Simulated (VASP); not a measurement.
Ru:

```
Ru
1.0
     2.70580    0.00000    0.00000
    -1.35290    2.34329    0.00000
     0.00000    0.00000    4.28190
Ru
2
Direct
  0.33333 0.66667 0.25000
  0.66667 0.33333 0.75000
```

- Program: VASP 6.6.1
- Task: relaxation of cell and atoms
- Functional: LDA
- Potentials or basis: VASP PAW LDA potentials, release 64 (Ru_pv)
- Cutoff: 600 eV
- k mesh: 7 × 7 × 4
- Occupations: fermi-dirac, width 0.1 eV
- Spin: no spin polarisation

At the start: pressure -10.8 GPa; volume 13.57 Å³/atom.

**Question.** Where does the relaxation end?

**Answer.** Over 10 steps the energy falls by 16.8 meV/atom and the volume is 13.16 Å³/atom (-3.1 %); space group P6_3/mmc (No. 194, to 0.05 Å).

The path:
| step | energy change (eV) | largest force (eV/Å) | pressure (GPa) | volume (Å³) |
| --- | --- | --- | --- | --- |
| 1 | 0.0000 | 0.0000 | -10.80 | 27.15 |
| 2 | 0.3332 | 0.0000 | 48.97 | 23.71 |
| 3 | -0.0323 | 0.0000 | -0.18 | 26.31 |
| 4 | -0.0324 | 0.0000 | 0.34 | 26.28 |
| 5 | -0.0324 | 0.0000 | 0.57 | 26.26 |
| 6 | -0.0331 | 0.0000 | 0.04 | 26.31 |
| 7 | -0.0336 | 0.0000 | 0.22 | 26.29 |
| 8 | -0.0336 | 0.0000 | 0.20 | 26.29 |
| 9 | -0.0335 | 0.0000 | -0.48 | 26.34 |
| 10 | -0.0336 | 0.0000 | 0.00 | 26.31 |

Final structure:
```
Ru
1.0
     2.68923    0.00000    0.00000
    -1.34462    2.32895    0.00000
     0.00000    0.00000    4.20085
Ru
2
Direct
  0.33333 0.66667 0.25000
  0.66667 0.33333 0.75000
```

Caveat: the k points lie up to 0.39 Å⁻¹ apart in the final cell.
